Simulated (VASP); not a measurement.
# Si16C (a cell with a defect) in VASP: single point with PBE+D3(BJ)

Aim: the single point of Si16C (a cell with a defect) with PBE+D3(BJ).

All numbers are computed with VASP 6.6.1; they aren't measurements. Logs are shortened: lines on timing, memory, paths and dates and some standing lists are left out, and cuts for length are marked.

## Step 1: The cell of the first run

The cell holds a defect, 17 atoms: a = 7.679 Å, b = 7.679 Å, c = 7.679 Å, α = 60.00°, β = 60.00°, γ = 60.00°.

## Step 2: Single point, PBE+D3(BJ), collinear spin

File INCAR:

```
ALGO = Normal
EDIFF = 1E-7
ENCUT = 520
GGA = PE
ISIF = 2
ISMEAR = 0
ISPIN = 2
IVDW = 12
LASPH = T
LCHARG = T
LELF = T
LORBIT = 11
LREAL = Auto
LVHAR = T
LWAVE = F
MAGMOM = 0 0 0 0 0 0 0 0 0 0 0 0 0 0 0 0 1
NBANDS = 52
NELM = 150
PREC = Accurate
SIGMA = 0.05
```

File KPOINTS:

```
k-points
0
Gamma
  2 2 2
```

File POSCAR:

```
Si16C
1.0
    0.0000000000      5.4300000000      5.4300000000
    5.4300000000      0.0000000000      5.4300000000
    5.4300000000      5.4300000000      0.0000000000
Si C
16 1
Direct
    0.0143334017     -0.0182963609     -0.0079044215
    0.1248721704      0.1194783486      0.1170440494
    0.0192666269     -0.0100901336      0.4895779729
    0.1248109942      0.1247143776      0.6242444075
    0.0077447684      0.4929692293     -0.0070565441
    0.1516962755      0.6081806937      0.1077162376
    0.0145638108      0.4924443506      0.4812033841
    0.1245176718      0.6174263151      0.6194017061
    0.4981018183     -0.0162909367      0.0067307924
    0.6461740053      0.0797261784      0.1297412762
    0.4726304855      0.0587712541      0.5606167132
    0.6522843061      0.1486066278      0.6481807747
    0.5263039225      0.4761620463     -0.0247450206
    0.6333921226      0.6098776588      0.1092575610
    0.4977309675      0.5068415392      0.4831119898
    0.6461445198      0.6287067738      0.5799866256
    0.6541408526      0.8967966779      0.3978647157
```

Potentials or basis: VASP PAW PBE potentials, release 64 (Si, C).

Run with:

```
cat potpaw_PBE.64/Si/POTCAR potpaw_PBE.64/C/POTCAR > POTCAR
mpirun -np 1 vasp_std > vasp.out
```

OUTCAR:

```text
EDIFF = 1E-7
   ENCUT = 520
   GGA = PE
   ISIF = 2
   ISMEAR = 0
   ISPIN = 2
   IVDW = 12
   LASPH = T
   LORBIT = 11
   LREAL = Auto
   NELM = 150
   PREC = Accurate
 IVDW          = 12

 ion  position               nearest neighbor table
   1  0.014  0.982  0.992-   4 2.31  10 2.31   2 2.34   6 2.34
   2  0.125  0.119  0.117-   3 2.34   9 2.34   5 2.34   1 2.34
   3  0.019  0.990  0.490-   8 2.34   2 2.34  12 2.35   4 2.35
   4  0.125  0.125  0.624-  11 2.28   7 2.31   1 2.31   3 2.35
   5  0.008  0.493  0.993-   2 2.34   8 2.34   6 2.35  14 2.35
   6  0.152  0.608  0.108-   7 2.34   1 2.34   5 2.35  13 2.35
   7  0.015  0.492  0.481-   4 2.31  16 2.32   8 2.34   6 2.34
   8  0.125  0.617  0.619-   3 2.34   7 2.34  15 2.34   5 2.34
   9  0.498  0.984  0.007-  10 2.31  12 2.31   2 2.34  14 2.35
  10  0.646  0.080  0.130-  17 1.83   9 2.31   1 2.31  13 2.49  11 2.83
  11  0.473  0.059  0.561-  17 1.77  12 2.27   4 2.28  16 2.83  10 2.83
  12  0.652  0.149  0.648-  11 2.27  15 2.31   9 2.31   3 2.35
  13  0.526  0.476  0.975-   6 2.35  14 2.35  16 2.48  10 2.49
  14  0.633  0.610  0.109-  15 2.35   9 2.35   5 2.35  13 2.35
  15  0.498  0.507  0.483-  12 2.31  16 2.31   8 2.34  14 2.35
  16  0.646  0.629  0.580-  17 1.83  15 2.31   7 2.32  13 2.48  11 2.83
  17  0.654  0.897  0.398-  11 1.77  16 1.83  10 1.83

  LATTYP: Found a face centered cubic cell.
 ALAT       =    10.8600000000

  Lattice vectors:

 A1 = (   0.0000000000,   5.4300000000,   5.4300000000)
 A2 = (   5.4300000000,   0.0000000000,   5.4300000000)
 A3 = (   5.4300000000,   5.4300000000,   0.0000000000)

Analysis of symmetry for initial positions (statically):
=====================================================================
 Subroutine PRICEL returns:
 Original cell was already a primitive cell.

 Routine SETGRP: Setting up the symmetry group for a
 face centered cubic supercell.

 Subroutine GETGRP returns: Found  1 space group operations
 (whereof  1 operations were pure point group operations)
 out of a pool of 48 trial point group operations.

The static configuration has the point symmetry C_1 .

Analysis of symmetry for dynamics (positions and initial velocities):
=====================================================================
 Subroutine PRICEL returns:
 Original cell was already a primitive cell.

 Routine SETGRP: Setting up the symmetry group for a
 face centered cubic supercell.

 Subroutine GETGRP returns: Found  1 space group operations
 (whereof  1 operations were pure point group operations)
 out of a pool of 48 trial point group operations.

The dynamic configuration has the point symmetry C_1 .

Analysis of structural, dynamic, and magnetic symmetry:
=====================================================================
 Subroutine PRICEL returns:
[... 172 lines left out ...]

 E-fermi :   6.3289     XC(G=0):  -9.5586

 val. band max:        6.2726197589   @ k =   0.5000   0.5000   0.5000
 cond. band min:       6.3850646253   @ k =   0.0000   0.0000   0.0000
 fundamental gap:      0.1124448664
 Fermi energy:         6.3289225689

 spin component 1

 k-point     1 :       0.0000    0.0000    0.0000
  band No.  band energies     occupation
      1      -7.0514      1.00000
      2      -5.3199      1.00000
      3      -3.8572      1.00000
      4      -3.8217      1.00000
      5      -3.7180      1.00000
      6      -2.9334      1.00000
[... 381 lines left out ...]
     45      10.1241      0.00000
     46      10.2104      0.00000
 Fermi energy:         6.3289225689

 spin component 2

 k-point     1 :       0.0000    0.0000    0.0000
  band No.  band energies     occupation
      1      -7.0514      1.00000
      2      -5.3199      1.00000
      3      -3.8572      1.00000
      4      -3.8217      1.00000
      5      -3.7180      1.00000
      6      -2.9334      1.00000
[... 381 lines left out ...]
     45      10.1241      0.00000
     46      10.2104      0.00000
 [bands above 46 left out]

------------------------ aborting loop because EDIFF is reached ----------------------------------------

 Edisp (eV)   -5.32885

 E8    (eV) :    -2.1875

  FORCE on cell =-STRESS in cart. coord.  units (eV):
  Direction    XX          YY          ZZ          XY          YZ          ZX
  --------------------------------------------------------------------------------------
  -------------------------------------------------------------------------------------
  Total       8.32597     0.34350     0.37318     0.19431     1.87402     0.23439
  in kB      41.65967     1.71873     1.86724     0.97224     9.37679     1.17280
  external pressure =       15.08 kB  Pullay stress =        0.00 kB

 VOLUME and BASIS-vectors are now :
 -----------------------------------------------------------------------------
  energy-cutoff  :      520.00
  volume of cell :      320.21
      direct lattice vectors                 reciprocal lattice vectors
     0.000000000  5.430000000  5.430000000    -0.092081031  0.092081031  0.092081031
     5.430000000  0.000000000  5.430000000     0.092081031 -0.092081031  0.092081031
     5.430000000  5.430000000  0.000000000     0.092081031  0.092081031 -0.092081031

 POSITION                                       TOTAL-FORCE (eV/Angst)
 -----------------------------------------------------------------------------------
     10.71773      5.46491      5.40848        -0.002365      0.006290      0.003183
      1.28432      1.31361      1.32682        -0.000247      0.002092     -0.006924
      8.03362      2.76303      5.47983         0.021578     -0.003247     -0.002041
      4.06685      4.06737      1.35492        -0.013923      0.020199      0.008843
      8.06851      5.43374      2.71888        -0.012517     -0.000197      0.005327
      3.88732      1.40861      4.12613         0.012810     -0.006337     -0.000799
[... 9 lines left out ...]
      6.56321      6.65789      6.92244        -0.015724      0.006223      0.007856
      7.03001      5.71239      8.42159         0.007733     -0.016510      0.021762
 -----------------------------------------------------------------------------------
    total drift:                                0.006224     -0.002528     -0.001126

  FREE ENERGIE OF THE ION-ELECTRON SYSTEM (eV)
  ---------------------------------------------------
  free  energy   TOTEN  =       -96.4387761183 eV

  energy  without entropy=      -96.4367683428  energy(sigma->0) =      -96.43777223

 total charge

# of ion       s       p       d       tot
------------------------------------------
    1        0.753   0.952   0.000   1.705
    2        0.741   0.958   0.000   1.699
    3        0.741   0.945   0.000   1.687
    4        0.754   0.971   0.000   1.725
    5        0.738   0.962   0.000   1.700
    6        0.739   0.959   0.000   1.698
[... 9 lines left out ...]
   16        0.749   0.922   0.000   1.671
   17        0.884   1.603   0.000   2.487
--------------------------------------------------
tot         12.873  16.766   0.000  29.639

 magnetization (x)

# of ion       s       p       d       tot
------------------------------------------
    1       -0.000  -0.000   0.000  -0.000
    2        0.000   0.000   0.000   0.000
    3        0.000  -0.000   0.000  -0.000
    4        0.000   0.000   0.000   0.000
    5        0.000   0.000   0.000   0.000
    6        0.000   0.000   0.000   0.000
[... 9 lines left out ...]
   16       -0.000   0.000   0.000   0.000
   17        0.000   0.000   0.000   0.000
--------------------------------------------------
tot          0.000   0.000   0.000   0.000
```

It took 23 min on 1 thread of Oxide Virtual Turin-like, shared host; peak memory 0.67 GiB.

Results:

```
Free energy                                           : -96.4388 eV
Pressure                                              : 1.5 GPa
Largest force                                         : 0.031 eV/Å
Band gap on the k mesh                                : zero (filled and empty bands overlap)
Net moment                                            : 0.00 μB per cell
Valence electrons inside the program's atomic spheres : Si 1.71, 1.70, 1.69, 1.73, 1.67, 1.72, 1.65 (each value once); C 2.49
Dispersion energy per atom                            : -0.313 eV
```

Forces in eV/Å, atoms in the order of the input:
```
Si  -0.002  0.006  0.003
Si   0.000  0.002 -0.007
Si   0.022 -0.003 -0.002
Si  -0.014  0.020  0.009
Si  -0.013  0.000  0.005
Si   0.013 -0.006 -0.001
Si   0.005 -0.008 -0.007
Si  -0.001 -0.002  0.002
Si   0.003 -0.008  0.005
Si   0.004 -0.003  0.004
Si   0.007 -0.013 -0.004
Si  -0.021  0.005 -0.008
Si   0.001  0.013 -0.028
Si  -0.002 -0.001  0.003
Si   0.007  0.007 -0.004
Si  -0.016  0.006  0.008
C    0.008 -0.017  0.022
```

Caveat: the k points lie up to 0.50 Å⁻¹ apart, too coarse for converged energies and pressures of a metal.

The gap in the log of VASP goes by the Fermi energy; the results here count the filled bands.